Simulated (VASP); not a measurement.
Runs of VASP 6.6.1 on C. The structure is that of space group Fd-3m (No. 227), or close to it. The cells are those of the table. 

| spin | cell | k mesh | cutoff (eV) | gap on the mesh (eV) | pressure (GPa) |
| --- | --- | --- | --- | --- | --- |
| off | a = 2.526 Å, angles 60.0°, 2 atoms | 14 × 14 × 14 | 520 | 4.12 | 0.6 |
| off | a = 2.591 Å, angles 60.0°, 2 atoms | 13 × 13 × 13 | 520 | 3.97 | -28.5 |
| off | a = 2.623 Å, angles 60.0°, 2 atoms | 13 × 13 × 13 | 520 | (b) | -39.4 |
| off | a = 2.456 Å, angles 60.0°, 2 atoms | 13 × 13 × 13 | 520 | 4.32 | (a) |
| non-collinear, zero start, SOC | a = 2.526 Å, angles 60.0°, 2 atoms | 11 × 11 × 11 | 600 | - | 0.0 |
| off | a = 2.526 Å, angles 60.0°, 2 atoms | 8 × 8 × 8 | 520 | 4.12 | 0.6 |
| off | a = 2.526 Å, angles 60.0°, 2 atoms | 13 × 13 × 13 | 520 | 4.13 | 0.6 |
| off | a = 2.491 Å, angles 60.0°, 2 atoms | 13 × 13 × 13 | 520 | (c) | 19.9 |

Alike in all rows: task single point; level PBE; potentials or basis VASP PAW PBE potentials, release 64 (C); smearing fermi-dirac 0.05 eV.

Problem. Fill in the values left out.

Solution. (a) 43.1; (b) 3.89; (c) 4.22.

A k mesh can miss the band edges.
